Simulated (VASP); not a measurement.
# Mo (I4/mmm) in VASP: a series of runs

Runs on Mo. Level: PBE. Tasks: single point.

All numbers are computed with VASP 6.6.1; they aren't measurements. Logs are shortened: lines on timing, memory, paths and dates and some standing lists are left out, and cuts for length are marked.

## (1) The cell of the first run

Symmetry: I4/mmm, No. 139, tetragonal system. Conventional cell: a = 3.185 Å, b = 3.185 Å, c = 3.058 Å, α = 90.00°, β = 90.00°, γ = 90.00°. Mo (site symmetry 4/mmm) has 14 Mo at 2.72 to 3.19 Å within 3.6 Å.

## (2) Single point, PBE

File INCAR:

```
  ALGO = Fast
  EDIFF = 1E-6
  ENCUT = 520
  GGA = PE
  ISIF = 2
  ISMEAR = 0
  LASPH = T
  LCHARG = T
  LELF = T
  LREAL = F
  LVHAR = T
  LWAVE = F
  NBANDS = 13
  NELM = 80
  PREC = Accurate
  SIGMA = 0.15
```

File KPOINTS:

```
k-points
0
Gamma
  24 24 24
```

File POSCAR:

```
Mo
1.0
   -1.5925232225      1.5925232225      1.5288222936
    1.5925232225     -1.5925232225      1.5288222936
    1.5925232225      1.5925232225     -1.5288222936
Mo
1
Direct
    0.0000000000      0.0000000000      0.0000000000
```

Potentials or basis: VASP PAW PBE potentials, release 64 (Mo_sv).

Command:

```
> cat potpaw_PBE.64/Mo_sv/POTCAR > POTCAR
> mpirun -np 1 vasp_std > vasp.out
```

OUTCAR:

```text
EDIFF = 1E-6
   ENCUT = 520
   GGA = PE
   ISIF = 2
   ISMEAR = 0
   LASPH = T
   LREAL = F
   NELM = 80
   PREC = Accurate

 ion  position               nearest neighbor table
   1  0.000  0.000  0.000-

  LATTYP: Found a body centered tetragonal cell.
 ALAT       =     3.1850464450
 C/A-ratio  =     0.9600000000

  Lattice vectors:

 A1 = (  -1.5925232225,   1.5925232225,   1.5288222936)
 A2 = (   1.5925232225,  -1.5925232225,   1.5288222936)
 A3 = (   1.5925232225,   1.5925232225,  -1.5288222936)

Analysis of symmetry for initial positions (statically):
=====================================================================
 Subroutine PRICEL returns:
 Original cell was already a primitive cell.

 Routine SETGRP: Setting up the symmetry group for a
 body centered tetragonal supercell.

 Subroutine GETGRP returns: Found 16 space group operations
 (whereof 16 operations were pure point group operations)
 out of a pool of 16 trial point group operations.

The static configuration has the point symmetry D_4h.

Analysis of symmetry for dynamics (positions and initial velocities):
=====================================================================
 Subroutine PRICEL returns:
 Original cell was already a primitive cell.

 Routine SETGRP: Setting up the symmetry group for a
 body centered tetragonal supercell.

 Subroutine GETGRP returns: Found 16 space group operations
 (whereof 16 operations were pure point group operations)
 out of a pool of 16 trial point group operations.

The dynamic configuration has the point symmetry D_4h.

 Subroutine INISYM returns: Found 16 space group operations
 (whereof 16 operations are pure point group operations),
 and found     1 'primitive' translations

----------------------------------------------------------------------------------------

                                     Primitive cell

  volume of cell :      15.5092

  direct lattice vectors                    reciprocal lattice vectors
    -1.592523222  1.592523222  1.528822294     0.000000000  0.313967164  0.327049129
     1.592523222 -1.592523222  1.528822294     0.313967164  0.000000000  0.327049129
     1.592523222  1.592523222 -1.528822294     0.313967164  0.313967164  0.000000000

  length of vectors
     2.722050336  2.722050336  2.722050336     0.453361349  0.453361349  0.444016622

  position of ions in fractional coordinates (direct lattice)
     0.000000000  0.000000000  0.000000000

  ion indices of the primitive-cell ions
   primitive index   ion index
                 1           1

----------------------------------------------------------------------------------------

 KPOINTS: k-points

Automatic generation of k-mesh.
 Grid dimensions read from file:
 generate k-points for:   24   24   24

 Generating k-lattice:

  Cartesian coordinates                     Fractional coordinates (reciprocal lattice)
     0.000000000  0.013081965  0.013627047     0.041666667 -0.000000000  0.000000000
     0.013081965  0.000000000  0.013627047    -0.000000000  0.041666667  0.000000000
     0.013081965  0.013081965  0.000000000     0.000000000  0.000000000  0.041666667

  Length of vectors
     0.018890056  0.018890056  0.018500693

  Shift w.r.t. Gamma in fractional coordinates (k-lattice)
     0.000000000  0.000000000  0.000000000

 Subroutine IBZKPT returns following result:
 ===========================================

 Found   1063 irreducible k-points:

 Following reciprocal coordinates:
            Coordinates               Weight
  0.000000  0.000000  0.000000      1.000000
  0.041667 -0.000000  0.000000      8.000000
  0.083333  0.000000  0.000000      8.000000
  0.125000 -0.000000  0.000000      8.000000
  0.166667 -0.000000  0.000000      8.000000
  0.208333 -0.000000  0.000000      8.000000
[... 16 lines left out ...]
  0.416667  0.041667 -0.000000     16.000000
  0.458333  0.041667  0.000000     16.000000
 [... further k-points ...]
   k-points           NKPTS =   1063   k-points in BZ     NKDIM =   1063   number of bands    NBANDS=     13
   number of dos      NEDOS =    301   number of ions     NIONS =      1
   total plane-waves  NPLWV =   8000
   dimension x,y,z NGX =    20 NGY =   20 NGZ =   20
   dimension x,y,z NGXF=    40 NGYF=   40 NGZF=   40
   ions per type =               1
   NGX,Y,Z   is equivalent  to a cutoff of  12.21, 12.21, 12.21 a.u.
   NGXF,Y,Z  is equivalent  to a cutoff of  24.43, 24.43, 24.43 a.u.
 SYSTEM =  unknown system
   PREC   = accura    normal or accurate (medium, high low for compatibility)
   ISTART =      0    job   : 0-new  1-cont  2-samecut
   ICHARG =      2    charge: 1-file 2-atom 10-const
   ISPIN  =      1    spin polarized calculation?
   LNONCOLLINEAR =      F non collinear calculations
   LSORBIT =      F    spin-orbit coupling
   LASPH  =      T    aspherical Exc in radial PAW
   ENCUT  =  520.0 eV  38.22 Ry    6.18 a.u.   5.06  5.06  5.06*2*pi/ulx,y,z
   NELM   =     80;   NELMIN=  2; NELMDL= -5     # of ELM steps
   EDIFF  = 0.1E-05   stopping-criterion for ELM
   LREAL  =      F    real-space projection
   EDIFFG = 0.1E-04   stopping-criterion for IOM
   NSW    =      0    number of steps for IOM
   IBRION =     -1    ionic relax: 0-MD 1-quasi-New 2-CG
   NFREE  =      0    steps in history (QN), initial steepest desc. (CG)
   ISIF   =      2    stress and relaxation
   ISYM   =      2    0-nonsym 1-usesym 2-fastsym
   POTIM  = 0.5000    time-step for ionic-motion
   TEBEG  =    0.0;   TEEND  =   0.0 temperature during run
   PSTRESS=    0.0 pullay stress
   NELECT =      14.0000    total number of electrons
   NUPDOWN=      -1.0000    fix difference up-down
   EMIN   =  10.00;   EMAX   =-10.00  energy-range for DOS
   EFERMI =   0.00;   METHOD = LEGACY
   ISMEAR =     0;   SIGMA  =   0.15  broadening in eV -4-tet -1-fermi 0-gaus
   EFERMI_NEDOS =   21; number of points for ismear=-14 and -15
   IALGO  =     68    algorithm
   IMIX   =      4    mixing-type and parameters
     AMIX     =   0.40;   BMIX     =  1.00
     AMIX_MAG =   1.60;   BMIX_MAG =  1.00
  volume/ion in A,a.u.               =      15.51       104.66
  Fermi-wavevector in a.u.,A,eV,Ry     =   1.582176  2.989878 34.059184  2.503279
  Thomas-Fermi vector in A             =   2.682139
   LORBIT       =      0    0 simple, 1 ext, 2 COOP (PROOUT), +10 PAW based schemes
   GGA     = PE    functional components
   LHFCALC =     F    Hartree Fock is set to
   AEXX    =    0.0000 exact exchange contribution
   IVDW    =     0    specifies the selected vdW correction
   LEPSILON=     F    determine dielectric tensor
   LRPA    =     F    only Hartree local field effects (RPA)
 non-spin polarized calculation
 RMM-DIIS sequential band-by-band and
 Gauss-broadening in eV      SIGMA  =   0.15
  energy-cutoff  :      520.00
  volume of cell :       15.51
 maximum number of plane-waves:       430
   NGX = 11   NGY = 11   NGZ = 11

 number of electron      14.0000000 magnetization

 Free energy of the ion-electron system (eV)
  ---------------------------------------------------
  ext. energy  EPLUGINS =         0.00000000
  ---------------------------------------------------
  free energy    TOTEN  =       -10.91664494 eV

  energy without entropy =      -10.90941306  energy(sigma->0) =      -10.91302900

 E-fermi :  12.7484     XC(G=0): -13.4347

 val. band max:       12.7443883203   @ k =  -0.4167   0.3750   0.0000
 cond. band min:      12.7488641739   @ k =  -0.1250   0.2500   0.1250
 fundamental gap:      0.0044758536
 Fermi energy:        12.7483915926

 k-point     1 :       0.0000    0.0000    0.0000
  band No.  band energies     occupation
      1     -48.5603      2.00000
      2     -21.8145      2.00000
      3     -21.8145      2.00000
      4     -21.7953      2.00000
      5       5.4597      2.00000
      6      11.0327      2.00000
      7      11.5192      2.00000
      8      11.5192      2.00000
      9      14.0638      0.00000
     10      14.6923      0.00000
     11      27.3173      0.00000
     12      27.3173      0.00000
     13      28.1261      0.00000

 k-point     2 :       0.0417   -0.0000    0.0000
  band No.  band energies     occupation
      1     -48.5557      2.00000
      2     -21.8340      2.00000
      3     -21.8228      2.00000
      4     -21.8027      2.00000
      5       5.5392      2.00000
      6      11.0437      2.00000
      7      11.5085      2.00000
      8      11.5345      2.00000
      9      14.0546      0.00000
     10      14.6377      0.00000
     11      27.4375      0.00000
     12      27.4530      0.00000
     13      28.2214      0.00000

 k-point     3 :       0.0833    0.0000    0.0000
  band No.  band energies     occupation
      1     -48.5421      2.00000
      2     -21.9082      2.00000
      3     -21.8471      2.00000
      4     -21.8067      2.00000
      5       5.7714      2.00000
      6      11.0057      2.00000
      7      11.4692      2.00000
      8      11.6560      2.00000
      9      14.0223      0.00000
     10      14.5139      0.00000
     11      27.7352      0.00000
     12      27.8529      0.00000
     13      28.5042      0.00000
[... 305 lines left out ...]
 k-point    23 :       0.4167    0.0417   -0.0000
  band No.  band energies     occupation
      1     -48.2918      2.00000
      2     -23.1817      2.00000
      3     -22.2722      2.00000
      4     -21.8488      2.00000
      5       7.4523      2.00000
      6       9.2049      2.00000
      7      13.6077      0.00000
      8      14.6144      0.00000
      9      15.3754      0.00000
     10      17.2710      0.00000
     11      24.9813      0.00000
     12      25.0966      0.00000
     13      30.3492      0.00000

 k-point    24 :       0.4583    0.0417    0.0000
  band No.  band energies     occupation
      1     -48.2825      2.00000
      2     -23.2252      2.00000
      3     -22.2882      2.00000
      4     -21.8493      2.00000
      5       7.3900      2.00000
      6       9.1488      2.00000
      7      13.9991      0.00000
      8      14.6032      0.00000
      9      15.4852      0.00000
     10      17.6315      0.00000
     11      24.6273      0.00000
     12      24.7818      0.00000
     13      29.8317      0.00000

 [... further k-points ...]

------------------------ aborting loop because EDIFF is reached ----------------------------------------

  FORCE on cell =-STRESS in cart. coord.  units (eV):
  Direction    XX          YY          ZZ          XY          YZ          ZX
  --------------------------------------------------------------------------------------
  -------------------------------------------------------------------------------------
  Total        0.1332955      0.1332955      1.3796421      0.0000000      0.0000000      0.0000000
  in kB       13.7701087     13.7701087    142.5241513      0.0000000      0.0000000      0.0000000
  external PRESSURE =      56.6881229 kB  Pullay stress =       0.0000000 kB

 VOLUME and BASIS-vectors are now :
 -----------------------------------------------------------------------------
  energy-cutoff  :      520.00
  volume of cell :       15.51
      direct lattice vectors                 reciprocal lattice vectors
    -1.592523222  1.592523222  1.528822294     0.000000000  0.313967164  0.327049129
     1.592523222 -1.592523222  1.528822294     0.313967164  0.000000000  0.327049129
     1.592523222  1.592523222 -1.528822294     0.313967164  0.313967164  0.000000000

 POSITION                                       TOTAL-FORCE (eV/Angst)
 -----------------------------------------------------------------------------------
      0.00000      0.00000      0.00000        -0.000000     -0.000000      0.000000
 -----------------------------------------------------------------------------------
    total drift:                                0.000000     -0.000000      0.000000

  FREE ENERGIE OF THE ION-ELECTRON SYSTEM (eV)
  ---------------------------------------------------
  free  energy   TOTEN  =       -10.9166449429 eV

  energy  without entropy=      -10.9094130597  energy(sigma->0) =      -10.91302900
```

It took 75 s on 1 thread of Intel Xeon 6975P-C (Granite Rapids), shared host; peak memory 0.29 GiB.

Results:

```yaml
Free_energy: -10.9166 eV
Pressure: 5.7 GPa
Band_gap_on_the_k_mesh: zero (bands 7 and 8 overlap by 5.29 eV)
```

Levels at points of the mesh, in eV from the Fermi level:
```
           k point  band 5  band 6  band 7  band 8  band 9  band 10
(0.00, 0.00, 0.00)   -7.29   -1.72   -1.23   -1.23    1.32     1.94
(0.50, 0.00, 0.00)   -5.42   -3.63    1.74    1.75    2.57     4.78
(0.50, 0.50, 0.00)   -5.36   -3.11    1.27    1.41    2.12     4.70
(0.50, 0.50, 0.50)   -5.58   -5.47    3.95    3.95    4.10     8.74
```

Caveat: the cell stands under pressure.

## (3) Single point, PBE

File INCAR:

```
ALGO = Fast
EDIFF = 1E-7
ENCUT = 520
GGA = PE
ISIF = 2
ISMEAR = 0
LASPH = T
LCHARG = F
LREAL = F
LWAVE = F
NBANDS = 13
NELM = 80
PREC = Accurate
SIGMA = 0.15
```

KPOINTS is that of step 2.

File POSCAR:

```
Mo
1.0
   -1.5456568586      1.5456568586      1.6229397016
    1.5456568586     -1.5456568586      1.6229397016
    1.5456568586      1.5456568586     -1.6229397016
Mo
1
Direct
    0.0000000000      0.0000000000      0.0000000000
```

Potentials or basis: VASP PAW PBE potentials, release 64 (Mo_sv).

Command:

```
> cat potpaw_PBE.64/Mo_sv/POTCAR > POTCAR
> mpirun -np 1 vasp_std > vasp.out
```

OUTCAR:

```text
EDIFF = 1E-7
   ENCUT = 520
   GGA = PE
   ISIF = 2
   ISMEAR = 0
   LASPH = T
   LREAL = F
   NELM = 80
   PREC = Accurate

 ion  position               nearest neighbor table
   1  0.000  0.000  0.000-

  LATTYP: Found a body centered tetragonal cell.
 ALAT       =     3.0913137172
 C/A-ratio  =     1.0500000000

  Lattice vectors:

 A1 = (  -1.5456568586,   1.5456568586,   1.6229397016)
 A2 = (   1.5456568586,  -1.5456568586,   1.6229397016)
 A3 = (   1.5456568586,   1.5456568586,  -1.6229397016)

Analysis of symmetry for initial positions (statically):
=====================================================================
 Subroutine PRICEL returns:
 Original cell was already a primitive cell.

 Routine SETGRP: Setting up the symmetry group for a
 body centered tetragonal supercell.

 Subroutine GETGRP returns: Found 16 space group operations
 (whereof 16 operations were pure point group operations)
 out of a pool of 16 trial point group operations.

The static configuration has the point symmetry D_4h.

Analysis of symmetry for dynamics (positions and initial velocities):
[... 170 lines left out ...]
      4     -21.8030      2.00000
      5       5.4597      2.00000
      6      11.1835      2.00000
      7      11.1835      2.00000
      8      11.7272      2.00000
      9      14.0187      0.00000
     10      14.7206      0.00000
     11      26.9807      0.00000
     12      27.9039      0.00000
     13      27.9039      0.00000
[... 354 lines left out ...]
  band No.  band energies     occupation
      1     -48.2884      2.00000
      2     -23.2350      2.00000
      3     -22.2434      2.00000
      4     -21.8197      2.00000
      5       7.4386      2.00000
      6       9.5155      2.00000
      7      13.8589      0.00000
      8      14.0453      0.00000
      9      15.2819      0.00000
     10      17.5620      0.00000
     11      24.3299      0.00000
     12      24.9217      0.00000
     13      30.4377      0.00000

 [... further k-points ...]

------------------------ aborting loop because EDIFF is reached ----------------------------------------

  FORCE on cell =-STRESS in cart. coord.  units (eV):
  Direction    XX          YY          ZZ          XY          YZ          ZX
  --------------------------------------------------------------------------------------
  -------------------------------------------------------------------------------------
  Total        1.0235606      1.0235606     -0.3898088      0.0000000      0.0000000     -0.0000000
  in kB      105.7390969    105.7390969    -40.2692672      0.0000000      0.0000000     -0.0000000
  external PRESSURE =      57.0696422 kB  Pullay stress =       0.0000000 kB

 VOLUME and BASIS-vectors are now :
 -----------------------------------------------------------------------------
  energy-cutoff  :      520.00
  volume of cell :       15.51
      direct lattice vectors                 reciprocal lattice vectors
    -1.545656859  1.545656859  1.622939702     0.000000000  0.323487065  0.308082919
     1.545656859 -1.545656859  1.622939702     0.323487065  0.000000000  0.308082919
     1.545656859  1.545656859 -1.622939702     0.323487065  0.323487065  0.000000000

 POSITION                                       TOTAL-FORCE (eV/Angst)
 -----------------------------------------------------------------------------------
      0.00000      0.00000      0.00000         0.000000      0.000000      0.000000
 -----------------------------------------------------------------------------------
    total drift:                                0.000000     -0.000000      0.000000

  FREE ENERGIE OF THE ION-ELECTRON SYSTEM (eV)
  ---------------------------------------------------
  free  energy   TOTEN  =       -10.9102073654 eV

  energy  without entropy=      -10.9028217674  energy(sigma->0) =      -10.90651457
```

Run time: 88 s. Hardware: 1 thread of Intel Xeon 6975P-C (Granite Rapids), shared host; peak memory 0.3 GiB.

What came out:

* Free energy: -10.9102 eV
* Pressure: 5.7 GPa
* Band gap on the k mesh: zero (bands 7 and 8 overlap by 5.01 eV)

Stress tensor (GPa, compression positive):
```
10.57  0.00  0.00
 0.00 10.57  0.00
 0.00  0.00 -4.03
```

Caveat: the cell stands under pressure.
